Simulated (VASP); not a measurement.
# In4As4H in VASP: a series of runs

Runs on In4As4H. Level: PBEsol. Tasks: single point.

All numbers are computed with VASP 6.6.1; they aren't measurements. Logs are shortened: lines on timing, memory, paths and dates and some standing lists are left out, and cuts for length are marked.

## (1) The cell of the first run

The cell holds a slab with vacuum, 9 atoms: a = 4.304 Å, b = 6.087 Å, c = 25.457 Å, α = 90.00°, β = 90.00°, γ = 90.00°.

## (2) Single point, PBEsol

INCAR

```
SYSTEM = In4As4H
ALGO = Fast ; DIPOL = 0.5 0.5 0.480
EDIFF = 1E-6 ; ENCUT = 520
GGA = PS ; IDIPOL = 3
ISIF = 2 ; ISMEAR = 0
LASPH = .TRUE. ; LCHARG = .TRUE.
LDIPOL = .TRUE. ; LELF = .TRUE.
LREAL = .FALSE. ; LVACPOTAV = .TRUE.
LVHAR = .TRUE. ; LWAVE = .FALSE.
NBANDS = 46 ; NELM = 60
PREC = Accurate ; SIGMA = 0.1
```

KPOINTS

```
k-points
0
G
  7 5 1
  0 0 0
```

POSCAR

```
In4As4H
1.0
    4.3044884345      0.0000000000      0.0000000000
    0.0000000000      6.0874659232      0.0000000000
    0.0000000000      0.0000000000     25.4567326518
In As H
4 4 1
Direct
    0.5000000000      0.5000000000      0.3338998809
    0.0000000000      0.0000000000      0.4184450677
    0.5000000000      0.4898016077      0.5012216003
    0.0000000000      0.0196452587      0.5950014331
    0.0000000000      0.2500000000      0.3338998809
    0.5000000000      0.7500000000      0.4184450677
    0.0000000000      0.2441294093      0.5057281037
    0.5000000000      0.7678545441      0.5826004270
    0.5000000000      0.6079008447      0.6288785896
```

Potentials or basis: VASP PAW PBE potentials, release 64 (In_d, As, H).

On the command line:

```
$ cat potpaw_PBE.64/In_d/POTCAR potpaw_PBE.64/As/POTCAR potpaw_PBE.64/H/POTCAR > POTCAR
$ mpirun -np 1 vasp_std > vasp.out
```

OUTCAR:

```text
SYSTEM = In4As4H
   EDIFF = 1E-6
   ENCUT = 520
   GGA = PS
   ISIF = 2
   ISMEAR = 0
   LASPH = .TRUE.
   LREAL = .FALSE.
   NELM = 60
   PREC = Accurate

 ion  position               nearest neighbor table
   1  0.500  0.500  0.334-   5 2.64   5 2.64   6 2.64
   2  0.000  0.000  0.418-   6 2.64   6 2.64   5 2.64   7 2.67
   3  0.500  0.490  0.501-   7 2.62   7 2.62   6 2.64   8 2.68
   4  0.000  0.020  0.595-   7 2.65   8 2.66   8 2.66
   5  0.000  0.250  0.334-   1 2.64   1 2.64   2 2.64
   6  0.500  0.750  0.418-   2 2.64   2 2.64   1 2.64   3 2.64
   7  0.000  0.244  0.506-   3 2.62   3 2.62   4 2.65   2 2.67
   8  0.500  0.768  0.583-   9 1.53   4 2.66   4 2.66   3 2.68
   9  0.500  0.608  0.629-   8 1.53

  LATTYP: Found a simple orthorhombic cell.
 ALAT       =     4.3044884345
 B/A-ratio  =     1.4142135624
 C/A-ratio  =     5.9139972239

  Lattice vectors:

 A1 = (   4.3044884345,   0.0000000000,   0.0000000000)
 A2 = (   0.0000000000,   6.0874659232,   0.0000000000)
 A3 = (   0.0000000000,   0.0000000000,  25.4567326518)

Analysis of symmetry for initial positions (statically):
=====================================================================
 Subroutine PRICEL returns:
 Original cell was already a primitive cell.

 Routine SETGRP: Setting up the symmetry group for a
 simple orthorhombic supercell.

 Subroutine GETGRP returns: Found  2 space group operations
 (whereof  2 operations were pure point group operations)
 out of a pool of  8 trial point group operations.

The static configuration has the point symmetry C_1h.

Analysis of symmetry for dynamics (positions and initial velocities):
=====================================================================
 Subroutine PRICEL returns:
 Original cell was already a primitive cell.

 Routine SETGRP: Setting up the symmetry group for a
 simple orthorhombic supercell.

 Subroutine GETGRP returns: Found  2 space group operations
 (whereof  2 operations were pure point group operations)
 out of a pool of  8 trial point group operations.

The dynamic configuration has the point symmetry C_1h.

 Subroutine INISYM returns: Found  2 space group operations
 (whereof  2 operations are pure point group operations),
 and found     1 'primitive' translations

[... 103 lines left out ...]
   POTIM  = 0.5000    time-step for ionic-motion
   TEBEG  =    0.0;   TEEND  =   0.0 temperature during run
   PSTRESS=    0.0 pullay stress
   NELECT =      73.0000    total number of electrons
   NUPDOWN=      -1.0000    fix difference up-down
   EMIN   =  10.00;   EMAX   =-10.00  energy-range for DOS
   EFERMI =   0.00;   METHOD = LEGACY
   ISMEAR =     0;   SIGMA  =   0.10  broadening in eV -4-tet -1-fermi 0-gaus
   EFERMI_NEDOS =   21; number of points for ismear=-14 and -15
   IALGO  =     68    algorithm
   IMIX   =      4    mixing-type and parameters
     AMIX     =   0.40;   BMIX     =  1.00
     AMIX_MAG =   1.60;   BMIX_MAG =  1.00
  volume/ion in A,a.u.               =      74.12       500.17
  Fermi-wavevector in a.u.,A,eV,Ry     =   0.783061  1.479771  8.342880  0.613184
  Thomas-Fermi vector in A             =   1.886912
   LORBIT       =      0    0 simple, 1 ext, 2 COOP (PROOUT), +10 PAW based schemes
   GGA     = PS    functional components
   LHFCALC =     F    Hartree Fock is set to
   AEXX    =    0.0000 exact exchange contribution
   IVDW    =     0    specifies the selected vdW correction
   LEPSILON=     F    determine dielectric tensor
   LRPA    =     F    only Hartree local field effects (RPA)
 non-spin polarized calculation
 RMM-DIIS sequential band-by-band and
 Gauss-broadening in eV      SIGMA  =   0.10
  energy-cutoff  :      520.00
  volume of cell :      667.05
 maximum number of plane-waves:     18038
   NGX = 17   NGY = 23   NGZ = 95

 dipolmoment           0.000000      0.000000      0.230014 electrons x Angstroem

 number of electron      73.0000004 magnetization

 dipolmoment           0.000000      0.000000     -0.047855 electrons x Angstroem

 Free energy of the ion-electron system (eV)
  ---------------------------------------------------
  ext. energy  EPLUGINS =         0.00000000
  ---------------------------------------------------
  free energy    TOTEN  =       -34.32337287 eV

  energy without entropy =      -34.27611653  energy(sigma->0) =      -34.29974470

 E-fermi :  -1.1332     XC(G=0):  -3.7454

 val. band max:       -1.1557377948   @ k =   0.2857   0.0000   0.0000
 cond. band min:      -1.1292141424   @ k =   0.4286   0.4000   0.0000
 fundamental gap:      0.0265236524
 Fermi energy:        -1.1331714670

 k-point     1 :       0.0000    0.0000    0.0000
  band No.  band energies     occupation
      1     -15.9964      2.00000
      2     -15.9635      2.00000
      3     -15.9029      2.00000
      4     -15.8793      2.00000
      5     -15.8520      2.00000
      6     -15.8278      2.00000
[... 577 lines left out ...]
     45       2.9198      0.00000
     46       3.3946      0.00000

------------------------ aborting loop because EDIFF is reached ----------------------------------------

  FORCE on cell =-STRESS in cart. coord.  units (eV):
  Direction    XX          YY          ZZ          XY          YZ          ZX
  --------------------------------------------------------------------------------------
  -------------------------------------------------------------------------------------
  Total        0.1692021     -0.2619647      0.1216153      0.0000000      1.2971572      0.0000000
  in kB        0.4064019     -0.6292056      0.2921044      0.0000000      3.1156054      0.0000000
  external PRESSURE =       0.0231002 kB  Pullay stress =       0.0000000 kB

 VOLUME and BASIS-vectors are now :
 -----------------------------------------------------------------------------
  energy-cutoff  :      520.00
  volume of cell :      667.05
      direct lattice vectors                 reciprocal lattice vectors
     4.304488434  0.000000000  0.000000000     0.232315643  0.000000000  0.000000000
     0.000000000  6.087465923  0.000000000     0.000000000  0.164271967  0.000000000
     0.000000000  0.000000000 25.456732652     0.000000000  0.000000000  0.039282339

 POSITION                                       TOTAL-FORCE (eV/Angst)
 -----------------------------------------------------------------------------------
      2.15224      3.04373      8.50000         0.000000     -0.751392      0.836170
      0.00000      0.00000     10.65224         0.000000      0.225227      0.162821
      2.15224      2.98165     12.75946         0.000000      0.000413      0.017765
      0.00000      0.11959     15.14679         0.000000     -0.015290      0.011920
      0.00000      1.52187      8.50000         0.000000      0.118823     -0.844948
      2.15224      4.56560     10.65224         0.000000      0.403414     -0.185234
      0.00000      1.48613     12.87419         0.000000      0.007942      0.003975
      2.15224      4.67429     14.83110         0.000000      0.060787     -0.066030
      2.15224      3.70058     16.00919         0.000000     -0.049923      0.063560
 -----------------------------------------------------------------------------------
    total drift:                                0.000000      0.000082      0.000037

  FREE ENERGIE OF THE ION-ELECTRON SYSTEM (eV)
  ---------------------------------------------------
  free  energy   TOTEN  =       -34.3233728656 eV

  energy  without entropy=      -34.2761165275  energy(sigma->0) =      -34.29974470

 vacuum level on the upper side and lower side of the slab         2.812         3.143
```

stdout:

```text
POSCAR found type information on POSCAR InAsH
 POSCAR found :  3 types and       9 ions
 scaLAPACK will be used
 -----------------------------------------------------------------------------
[... 23 lines left out ...]
|     Did not find any points to average over, which means that no vacuum     |
|     field-free region was found. Please increase the size of  your cell     |
|     in the dimension of the dipole correction to obtain accurate            |
|     workfunction values.                                                    |
|                                                                             |
 -----------------------------------------------------------------------------
```

It took 25 min on 1 thread of Oxide Virtual Turin-like, shared host; peak memory 0.79 GiB.

What came out:

| Property | Result |
| --- | --- |
| Free energy | -34.3234 eV |
| Largest force | 1.124 eV/Å |
| Band gap on the k mesh | zero (an odd number of electrons rules out a gap without spin polarisation) |

Forces on the atoms (eV/Å):
```
In   0.000 -0.751  0.836
In   0.000  0.225  0.163
In   0.000  0.000  0.018
In   0.000 -0.015  0.012
As   0.000  0.119 -0.845
As   0.000  0.403 -0.185
As   0.000  0.008  0.004
As   0.000  0.061 -0.066
H    0.000 -0.050  0.064
```

Caveat: the PAW data sets were made with another functional, which shifts forces and pressure a little; spin-orbit coupling is left out, which moves the levels of the heavy elements; an odd number of electrons without spin polarisation forces a metal; a magnetic or distorted state may lie lower.

## (3) Single point, PBEsol

INCAR

```
ALGO = Fast ; DIPOL = 0.5 0.5 0.473
EDIFF = 1E-7 ; ENCUT = 520
GGA = PS ; IDIPOL = 3
ISIF = 2 ; ISMEAR = 0
LASPH = T ; LCHARG = F
LDIPOL = T ; LREAL = F
LWAVE = F ; NBANDS = 46
NELM = 60 ; PREC = Accurate
SIGMA = 0.1
```

KPOINTS

```
k-points
0
Gamma
  7 5 1
```

POSCAR

```
In4As4H
1.0
    4.3044884345      0.0000000000      0.0000000000
    0.0000000000      6.0874659232      0.0000000000
    0.0000000000      0.0000000000     25.4567326518
In As H
4 4 1
Direct
    0.5000000000      0.5000000000      0.3338998809
    0.0000000000      0.0000000000      0.4184450677
    0.5000000000      0.5284943436      0.5066320520
    0.0000000000     -0.1226397795      0.5633943093
    0.0000000000      0.2500000000      0.3338998809
    0.5000000000      0.7500000000      0.4184450677
    0.0000000000      0.2710342812      0.5094328739
    0.5000000000      0.7046434439      0.6025531320
    0.0000000000      0.2907620461      0.5705696939
```

Potentials or basis: VASP PAW PBE potentials, release 64 (In_d, As, H).

On the command line:

```
$ cat potpaw_PBE.64/In_d/POTCAR potpaw_PBE.64/As/POTCAR potpaw_PBE.64/H/POTCAR > POTCAR
$ mpirun -np 1 vasp_std > vasp.out
```

It took 26 min on 1 thread of Oxide Virtual Turin-like, shared host; peak memory 0.82 GiB.

The run converged. Its results:

* Free energy: -33.6690 eV
* Largest force: 0.647 eV/Å
* Band gap on the k mesh: zero (an odd number of electrons rules out a gap without spin polarisation)

Forces on the atoms (eV/Å):
```
In   0.000 -0.574  0.298
In   0.000  0.083 -0.353
In   0.000 -0.001 -0.004
In   0.000  0.000 -0.007
As   0.000  0.007 -0.315
As   0.000  0.492  0.354
As   0.000 -0.007 -0.078
As   0.000 -0.008  0.029
H    0.000  0.008  0.075
```

Levels at points of the mesh, in eV from the Fermi level:
| k point | band 34 | band 35 | band 36 | band 37 | band 38 | band 39 |
| --- | --- | --- | --- | --- | --- | --- |
| (0.00, 0.00, 0.00) | -1.44 | -1.25 | -0.84 | -0.38 | 0.44 | 0.75 |

Caveat: the PAW data sets were made with another functional, which shifts forces and pressure a little; spin-orbit coupling is left out, which moves the levels of the heavy elements; an odd number of electrons without spin polarisation forces a metal; a magnetic or distorted state may lie lower.

The gap in the log of VASP goes by the Fermi energy; the results here count the filled bands.